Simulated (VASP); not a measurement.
Wanted: the native input for a VASP 6.6.1 run.

| Quantity | Value |
| --- | --- |
| Task | single point |
| Functional | PBE |
| Potentials or basis | VASP PAW PBE potentials, release 64 (Si, Ge_d, Ru_pv) |
| Cutoff | 520 eV |
| k mesh | 6 × 6 × 2 |
| Occupations | gaussian, width 0.1 eV |
| Spin | no spin polarisation |
| Dipole correction | no |
| Further INCAR settings | ALGO = Normal; EDIFF = 1e-06; NBANDS = 38 |

The structure of SiGe3Ru lies in POSCAR:

```
SiGe3Ru
1.0
    3.9810451527      0.0000000000      0.0000000000
   -1.9905225763      3.4476862358      0.0000000000
    0.0000000000      0.0000000000      7.7585049162
Si Ge Ru
1 3 1
Direct
    0.6666666667      0.3333333333      0.0000000000
    0.3333333333      0.6666666667      0.1813844051
    0.3333333333      0.6666666667      0.8186155949
    0.6666666667      0.3333333333      0.5000000000
    0.3333333333      0.6666666667      0.5000000000
```

The cell was built from a structure type or drawn by symmetry, and may not be a known phase.

One way to write it, as run:

INCAR

```
ALGO = Normal ; EDIFF = 1E-6
ENCUT = 520 ; GGA = PE
ISIF = 2 ; ISMEAR = 0
LASPH = T ; LCHARG = T
LELF = T ; LREAL = F
LVHAR = T ; LWAVE = F
NBANDS = 38 ; NELM = 100
PREC = Accurate ; SIGMA = 0.1
```

KPOINTS

```
k-points
0
Gamma
  6 6 2
```

Potentials or basis: VASP PAW PBE potentials, release 64 (Si, Ge_d, Ru_pv).

The run is started by

```bash
$ cat potpaw_PBE.64/Si/POTCAR potpaw_PBE.64/Ge_d/POTCAR potpaw_PBE.64/Ru_pv/POTCAR > POTCAR
$ mpirun -np 1 vasp_std > vasp.out
```

It gave:

| Quantity | Value |
| --- | --- |
| Pressure | 0.2 GPa |
| Largest force | 0.017 eV/Å |
| Band gap on the k mesh | zero (bands 30 and 31 overlap by 1.76 eV) |

Caveat: the k points lie up to 0.40 Å⁻¹ apart, too coarse for converged energies and pressures of a metal.

Wall time 110 s on 1 thread of Intel Xeon 8259CL, with other jobs on the host, peak memory 0.25 GiB.
